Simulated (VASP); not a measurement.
# GaS (P6_3/mmc) in VASP: a series of runs

GaS is run at these levels: PBE+D3(BJ); tasks: single point, relaxation of cell and atoms.

Everything below comes from runs of VASP 6.6.1. Logs are shortened: lines on timing, memory, paths and dates and some standing lists are left out, and cuts for length are marked.

## 1. The cell of the first run

Symmetry: P6_3/mmc, No. 194, hexagonal system. Conventional cell: a = 3.592 Å, b = 3.592 Å, c = 15.449 Å, α = 90.00°, β = 90.00°, γ = 120.00°. Within 3.1 Å of Ga (site symmetry 3m) lie 3 S at 2.34 Å and 1 Ga at 2.45 Å. Within 3.1 Å of S (site symmetry 3m) lie 3 Ga at 2.34 Å.

## 2. Single point, PBE+D3(BJ)

Contents of INCAR:

```
ALGO     = Normal         # electronic algorithm
EDIFF    = 1E-6           # SCF threshold, eV
ENCUT    = 500            # plane-wave cutoff, eV
GGA      = PE             # functional
GGA_COMPAT= False        
ISIF     = 2              # what is computed and relaxed
ISMEAR   = 0              # smearing method
IVDW     = 12             # dispersion correction
LASPH    = True           # aspherical terms in the spheres
LCHARG   = False          # write CHGCAR
LREAL    = False          # projectors in reciprocal space
LWAVE    = False          # write WAVECAR
NBANDS   = 48             # bands
NELM     = 120            # most SCF steps
PREC     = Accurate       # precision mode
SIGMA    = 0.02           # smearing width, eV
```

Contents of KPOINTS:

```
k-points
0
Gamma
  9 9 2
```

Contents of POSCAR:

```
GaS
1.0
    3.5917369857      0.0000000000      0.0000000000
   -1.7958684928      3.1105354733      0.0000000000
    0.0000000000      0.0000000000     15.4485186353
Ga S
4 4
Direct
    0.3333333333      0.6666666667      0.1707981398
    0.6666666667      0.3333333333      0.6707981398
    0.3333333333      0.6666666667      0.3292018602
    0.6666666667      0.3333333333      0.8292018602
    0.3333333333      0.6666666667      0.6004299004
    0.6666666667      0.3333333333      0.1004299004
    0.3333333333      0.6666666667      0.8995700996
    0.6666666667      0.3333333333      0.3995700996
```

Potentials or basis: VASP PAW PBE potentials, release 64 (Ga_d, S).

On the command line:

```
$ cat potpaw_PBE.64/Ga_d/POTCAR potpaw_PBE.64/S/POTCAR > POTCAR
$ mpirun -np 1 vasp_std > vasp.out
```

OUTCAR:

```text
EDIFF = 1E-6
   ENCUT = 500
   GGA = PE
   ISIF = 2
   ISMEAR = 0
   IVDW = 12
   LASPH = True
   LREAL = False
   NELM = 120
   PREC = Accurate
 IVDW          = 12

 ion  position               nearest neighbor table
   1  0.333  0.667  0.171-   6 2.34   6 2.34   6 2.34   3 2.45
   2  0.667  0.333  0.671-   5 2.34   5 2.34   5 2.34   4 2.45
   3  0.333  0.667  0.329-   8 2.34   8 2.34   8 2.34   1 2.45
   4  0.667  0.333  0.829-   7 2.34   7 2.34   7 2.34   2 2.45
   5  0.333  0.667  0.600-   2 2.34   2 2.34   2 2.34
   6  0.667  0.333  0.100-   1 2.34   1 2.34   1 2.34
   7  0.333  0.667  0.900-   4 2.34   4 2.34   4 2.34
   8  0.667  0.333  0.400-   3 2.34   3 2.34   3 2.34

  LATTYP: Found a hexagonal cell.
 ALAT       =     3.5917369857
 C/A-ratio  =     4.3011274759

  Lattice vectors:

 A1 = (   3.5917369857,   0.0000000000,   0.0000000000)
 A2 = (  -1.7958684928,   3.1105354733,   0.0000000000)
 A3 = (   0.0000000000,   0.0000000000,  15.4485186353)

Analysis of symmetry for initial positions (statically):
=====================================================================
 Subroutine PRICEL returns:
 Original cell was already a primitive cell.

 Routine SETGRP: Setting up the symmetry group for a
 hexagonal supercell.

 Subroutine GETGRP returns: Found 24 space group operations
 (whereof 12 operations were pure point group operations)
 out of a pool of 24 trial point group operations.

The static configuration has the point symmetry D_3d.
 The point group associated with its full space group is D_6h.

Analysis of symmetry for dynamics (positions and initial velocities):
=====================================================================
 Subroutine PRICEL returns:
 Original cell was already a primitive cell.

 Routine SETGRP: Setting up the symmetry group for a
 hexagonal supercell.

 Subroutine GETGRP returns: Found 24 space group operations
 (whereof 12 operations were pure point group operations)
 out of a pool of 24 trial point group operations.

The dynamic configuration has the point symmetry D_3d.
 The point group associated with its full space group is D_6h.

 Subroutine INISYM returns: Found 24 space group operations
 (whereof 12 operations are pure point group operations),
 and found     1 'primitive' translations

----------------------------------------------------------------------------------------

                                     Primitive cell

  volume of cell :     172.5943

  direct lattice vectors                    reciprocal lattice vectors
     3.591736986  0.000000000  0.000000000     0.278416823  0.160744028  0.000000000
[... 106 lines left out ...]
   TEBEG  =    0.0;   TEEND  =   0.0 temperature during run
   PSTRESS=    0.0 pullay stress
   NELECT =      76.0000    total number of electrons
   NUPDOWN=      -1.0000    fix difference up-down
   EMIN   =  10.00;   EMAX   =-10.00  energy-range for DOS
   EFERMI =   0.00;   METHOD = LEGACY
   ISMEAR =     0;   SIGMA  =   0.02  broadening in eV -4-tet -1-fermi 0-gaus
   EFERMI_NEDOS =   21; number of points for ismear=-14 and -15
   IALGO  =     38    algorithm
   IMIX   =      4    mixing-type and parameters
     AMIX     =   0.40;   BMIX     =  1.00
     AMIX_MAG =   1.60;   BMIX_MAG =  1.00
  volume/ion in A,a.u.               =      21.57       145.59
  Fermi-wavevector in a.u.,A,eV,Ry     =   1.245481  2.353618 21.105677  1.551223
  Thomas-Fermi vector in A             =   2.379702
   LORBIT       =      0    0 simple, 1 ext, 2 COOP (PROOUT), +10 PAW based schemes
   GGA     = PE    functional components
   LHFCALC =     F    Hartree Fock is set to
   AEXX    =    0.0000 exact exchange contribution
   IVDW    =    12    specifies the selected vdW correction
   LEPSILON=     F    determine dielectric tensor
   LRPA    =     F    only Hartree local field effects (RPA)
 non-spin polarized calculation
 Gauss-broadening in eV      SIGMA  =   0.02
  energy-cutoff  :      500.00
  volume of cell :      172.59
 maximum number of plane-waves:      4437
 NGX is ok and might be reduce to    28
   NGX = 13   NGY = 13   NGZ = 57

 number of electron      76.0000016 magnetization

 Free energy of the ion-electron system (eV)
  ---------------------------------------------------
  ext. energy  EPLUGINS =         0.00000000
  ---------------------------------------------------
  free energy    TOTEN  =       -33.21795324 eV

  energy without entropy =      -33.21795324  energy(sigma->0) =      -33.21795324

 E-fermi :   4.0803     XC(G=0):  -9.4898

 val. band max:        3.9479543092   @ k =   0.0000   0.0000   0.0000
 cond. band min:       5.5305133638   @ k =   0.4444   0.0000   0.0000
 fundamental gap:      1.5825590546
 Fermi energy:         4.0802818814

 k-point     1 :       0.0000    0.0000    0.0000
  band No.  band energies     occupation
      1     -11.0253      2.00000
      2     -11.0224      2.00000
      3     -10.8941      2.00000
      4     -10.8941      2.00000
      5     -10.8939      2.00000
      6     -10.8939      2.00000
[... 1213 lines left out ...]
     47      10.5462      0.00000
     48      10.5462      0.00000

------------------------ aborting loop because EDIFF is reached ----------------------------------------

 Edisp (eV)   -2.18133

 E8    (eV) :    -0.9069

  FORCE on cell =-STRESS in cart. coord.  units (eV):
  Direction    XX          YY          ZZ          XY          YZ          ZX
  --------------------------------------------------------------------------------------
  -------------------------------------------------------------------------------------
  Total      -0.11533    -0.11533     0.02995    -0.00000    -0.00000     0.00000
  in kB      -1.07059    -1.07059     0.27798    -0.00000    -0.00000     0.00000
  external pressure =       -0.62 kB  Pullay stress =        0.00 kB

 VOLUME and BASIS-vectors are now :
 -----------------------------------------------------------------------------
  energy-cutoff  :      500.00
  volume of cell :      172.59
      direct lattice vectors                 reciprocal lattice vectors
     3.591736986  0.000000000  0.000000000     0.278416823  0.160744028  0.000000000
    -1.795868493  3.110535473  0.000000000     0.000000000  0.321488055  0.000000000
     0.000000000  0.000000000 15.448518635     0.000000000  0.000000000  0.064731126

 POSITION                                       TOTAL-FORCE (eV/Angst)
 -----------------------------------------------------------------------------------
     -0.00000      2.07369      2.63858        -0.000000     -0.000000      0.002138
      1.79587      1.03685     10.36284        -0.000000      0.000000      0.002138
     -0.00000      2.07369      5.08568         0.000000     -0.000000     -0.002138
      1.79587      1.03685     12.80994         0.000000      0.000000     -0.002138
     -0.00000      2.07369      9.27575         0.000000      0.000000     -0.012520
      1.79587      1.03685      1.55149         0.000000     -0.000000     -0.012520
     -0.00000      2.07369     13.89703         0.000000      0.000000      0.012520
      1.79587      1.03685      6.17277         0.000000     -0.000000      0.012520
 -----------------------------------------------------------------------------------
    total drift:                               -0.000000      0.000000      0.000000

  FREE ENERGIE OF THE ION-ELECTRON SYSTEM (eV)
  ---------------------------------------------------
  free  energy   TOTEN  =       -35.3992793128 eV

  energy  without entropy=      -35.3992793128  energy(sigma->0) =      -35.39927931
```

stdout:

```text
POSCAR found type information on POSCAR GaS
 POSCAR found :  2 types and       8 ions
 scaLAPACK will be used
 LDA part: xc-table for (Slater+PW92), standard interpolation
 POSCAR, INCAR and KPOINTS ok, starting setup
 FFT: planning ... GRIDC
 FFT: planning ... GRID_SOFT
 FFT: planning ... GRID
 WAVECAR not read
 entering main loop
```

Run time: 1.8 min. Hardware: 1 thread of Intel Xeon 6975P-C (Granite Rapids), shared host; peak memory 0.36 GiB.

What came out:

```yaml
Free_energy: -35.3993 eV
Pressure: -0.1 GPa
Largest_force: 0.013 eV/Å
Band_gap_on_the_k_mesh: 1.58 eV (least direct gap 1.66 eV)
Dispersion_energy_per_atom: -0.273 eV
```

Forces in eV/Å, atoms in the order of the input:
```
Ga   0.000  0.000  0.002
Ga   0.000  0.000  0.002
Ga   0.000  0.000 -0.002
Ga   0.000  0.000 -0.002
S    0.000  0.000 -0.013
S    0.000  0.000 -0.013
S    0.000  0.000  0.013
S    0.000  0.000  0.013
```

Levels at points of the mesh, in eV from the valence-band top:
```
           k point  band 36  band 37  band 38  band 39  band 40  band 41
(0.00, 0.00, 0.00)    -1.42    -1.42     0.00     1.66     2.35     2.83
(0.00, 0.00, 0.50)    -1.45    -0.72    -0.72     2.09     2.09     2.92
```

## 3. Single point, PBE+D3(BJ)

Contents of INCAR:

```
SYSTEM = GaS
ALGO = Normal
EDIFF = 1E-6
ENCUT = 500
GGA = PE
GGA_COMPAT = .False.
ISIF = 2
ISMEAR = 0
IVDW = 12
LASPH = .True.
LCHARG = .True.
LELF = .True.
LREAL = .False.
LVHAR = .True.
LWAVE = .False.
NBANDS = 48
NELM = 120
PREC = Accurate
SIGMA = 0.02
```

Contents of KPOINTS:

```
k-points
0
Gamma
  9 9 2
  0 0 0
```

POSCAR is that of step 2.

Potentials or basis: VASP PAW PBE potentials, release 64 (Ga_d, S).

On the command line:

```
$ cat potpaw_PBE.64/Ga_d/POTCAR potpaw_PBE.64/S/POTCAR > POTCAR
$ mpirun -np 1 vasp_std > vasp.out
```

It took 2 min on 1 thread of Intel Xeon 6975P-C (Granite Rapids), shared host; peak memory 0.37 GiB.

The run converged. Its results:

```yaml
Free_energy: -35.3993 eV
Pressure: -0.1 GPa
Largest_force: 0.013 eV/Å
Band_gap_on_the_k_mesh: 1.58 eV (least direct gap 1.66 eV)
Dispersion_energy_per_atom: -0.273 eV
```

Forces on the atoms (eV/Å):
```
Ga   0.000  0.000  0.002
Ga   0.000  0.000  0.002
Ga   0.000  0.000 -0.002
Ga   0.000  0.000 -0.002
S    0.000  0.000 -0.013
S    0.000  0.000 -0.013
S    0.000  0.000  0.013
S    0.000  0.000  0.013
```

Stress tensor (GPa, compression positive):
```
-0.11  0.00  0.00
 0.00 -0.11  0.00
 0.00  0.00  0.03
```

Levels at points of the mesh, in eV from the valence-band top:
```csv
k point,band 36,band 37,band 38,band 39,band 40,band 41
"(0.00, 0.00, 0.00)",-1.42,-1.42,0.00,1.66,2.35,2.83
"(0.00, 0.00, 0.50)",-1.45,-0.72,-0.72,2.09,2.09,2.92
```

A k mesh can miss the band edges.

## 4. Relaxation of cell and atoms, PBE+D3(BJ)

Contents of INCAR:

```
PREC = Accurate
ENCUT = 500
EDIFF = 1E-7
ISMEAR = 0
SIGMA = 0.02
LREAL = F
LASPH = T
NELM = 120
ALGO = Normal
ISIF = 3
LWAVE = F
LCHARG = F
GGA = PE
IVDW = 12
IBRION = 2
NSW = 100
EDIFFG = -0.005
GGA_COMPAT = F
NELMIN = 4
```

Contents of KPOINTS:

```
Automatic mesh
0
Gamma
  9 9 2
```

POSCAR is that of step 3.

On the command line:

```
$ cat potpaw_PBE.64/Ga_d/POTCAR potpaw_PBE.64/S/POTCAR > POTCAR
$ mpirun -np 1 vasp_std > vasp.out
```

It took 6.4 min on 1 thread of Intel Xeon 6975P-C (Granite Rapids), shared host; peak memory 0.39 GiB.

The run converged. Its results:

```
Free energy                           : -35.3994 eV
Relaxed volume                        : 21.54 Å³/atom
Relaxed cell                          : a = 3.588 Å, b = 3.588 Å, c = 15.457 Å, α = 90.00°, β = 90.00°, γ = 120.00°
Space group after relaxing (to 0.1 Å) : P6_3/mmc (No. 194)
Energy gained by relaxing             : 0.0 meV/atom
Ionic steps                           : 6
Pressure after relaxing               : 0.0 GPa
Largest force after relaxing          : 0.003 eV/Å
Band gap on the k mesh                : 1.59 eV (least direct gap 1.68 eV)
Dispersion energy per atom            : -0.273 eV
```

Forces on the atoms (eV/Å):
```
Ga   0.000  0.000 -0.003
Ga   0.000  0.000 -0.003
Ga   0.000  0.000  0.003
Ga   0.000  0.000  0.003
S    0.000  0.000 -0.003
S    0.000  0.000 -0.003
S    0.000  0.000  0.003
S    0.000  0.000  0.003
```

The path:
| step | energy change (eV) | largest force (eV/Å) | pressure (GPa) | volume (Å³) |
| --- | --- | --- | --- | --- |
| 1 | 0.0000 | 0.0125 | -0.06 | 172.59 |
| 2 | -0.0001 | 0.0147 | 0.01 | 172.39 |
| 3 | -0.0001 | 0.0156 | 0.05 | 172.30 |
| 4 | -0.0001 | 0.0150 | 0.03 | 172.33 |
| 5 | -0.0002 | 0.0063 | -0.02 | 172.36 |
| 6 | -0.0002 | 0.0034 | 0.00 | 172.36 |

Final structure:
```
Ga S
1.0
     3.58832    0.00000    0.00000
    -1.79416    3.10758    0.00000
     0.00000    0.00000   15.45659
Ga S
4 4
Direct
  0.33333 0.66667 0.17083
  0.66667 0.33333 0.67083
  0.33333 0.66667 0.32917
  0.66667 0.33333 0.82917
  0.33333 0.66667 0.60033
  0.66667 0.33333 0.10033
  0.33333 0.66667 0.89967
  0.66667 0.33333 0.39967
```

Levels at points of the mesh, in eV from the valence-band top:
| k point | band 36 | band 37 | band 38 | band 39 | band 40 | band 41 |
| --- | --- | --- | --- | --- | --- | --- |
| (0.00, 0.00, 0.00) | -1.40 | -1.40 | 0.00 | 1.68 | 2.38 | 2.86 |
| (0.00, 0.00, 0.50) | -1.43 | -0.72 | -0.72 | 2.12 | 2.12 | 2.94 |
